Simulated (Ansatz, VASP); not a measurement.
# Two plane-wave programs on Zn3BH9

```
Zn B H
1.0
     3.84916    0.00000    0.00000
    -1.92458    3.33347    0.00000
     0.00000    0.00000    7.86606
Zn B H
3 1 9
Direct
  0.00000 0.00000 0.00000
  0.33333 0.66667 0.19928
  0.66667 0.33333 0.80072
  0.00000 0.00000 0.50000
  0.50000 0.00000 0.00000
  0.00000 0.50000 0.00000
  0.50000 0.50000 0.00000
  0.84106 0.68212 0.39623
  0.31788 0.15894 0.39623
  0.84106 0.15894 0.39623
  0.15894 0.31788 0.60377
  0.68212 0.84106 0.60377
  0.15894 0.84106 0.60377
```

Alike in both runs: task single point; functional PBE; k mesh 12 × 12 × 6; occupations gaussian, width 0.1 eV; no spin polarisation.

|  | VASP | Ansatz |
| --- | --- | --- |
| version | VASP 6.6.1 | Ansatz 0.2.0 |
| potentials or method | VASP PAW PBE potentials, release 64 (Zn, B, H), cutoff 520 eV | scalar-relativistic, plane waves, PAW |
| valence electrons in the cell | 48 | 48 |

```tsv
	VASP	Ansatz	Ansatz less VASP
gap on the k mesh at the Fermi level (eV)	none	none	-
pressure (GPa)	0.0	0.0	-0.03
rms of the force components (eV/Å)	0.005	0.001	-0.0038
```

Atom by atom the forces differ by 0.005 eV/Å (rms over components). A gap of «none» marks a metal or a gap that the smearing closes.
